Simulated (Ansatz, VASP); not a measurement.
**BN in VASP and in Ansatz**

```
B N
1.0
     0.00000    3.23930    2.16883
     1.29146    0.00000    2.16883
     1.29146    3.23930    0.00000
B N
1 1
Cartesian
  1.2915 3.2393 0.0005
  1.2915 3.2393 2.8915
```

Change from the starting cell: strain +0.0300 x Voigt [1, -1, 0, 0, 0, 0], atoms carried along.

Alike in both runs: task single point; functional PBE; dispersion D3(BJ); k mesh 12 × 12 × 12; occupations gaussian, width 0.05 eV; no spin polarisation.

|  | VASP | Ansatz |
| --- | --- | --- |
| version | VASP 6.6.1 | Ansatz 0.2.0 |
| potentials or method | VASP PAW PBE potentials, release 64 (B, N), cutoff 520 eV | scalar-relativistic, plane waves, PAW |
| valence electrons in the cell | 8 | 8 |

VASP gave:

```
gap on the k mesh at the Fermi level (eV)                     : 3.40
least direct gap on the mesh (eV)                             : 4.38
pressure (GPa)                                                : -9.7
traceless stress, the component that is largest in VASP (GPa) : -15.49
rms of the force components (eV/Å)                            : 0.171
```

Question: What did Ansatz give for the same quantities?

Answer: gap on the k mesh at the Fermi level (eV): 3.41; least direct gap on the mesh (eV): 4.39; pressure (GPa): -9.7; traceless stress, the component that is largest in VASP (GPa): -15.56; rms of the force components (eV/Å): 0.171.

Atom by atom the forces differ by 0.001 eV/Å (rms over components).
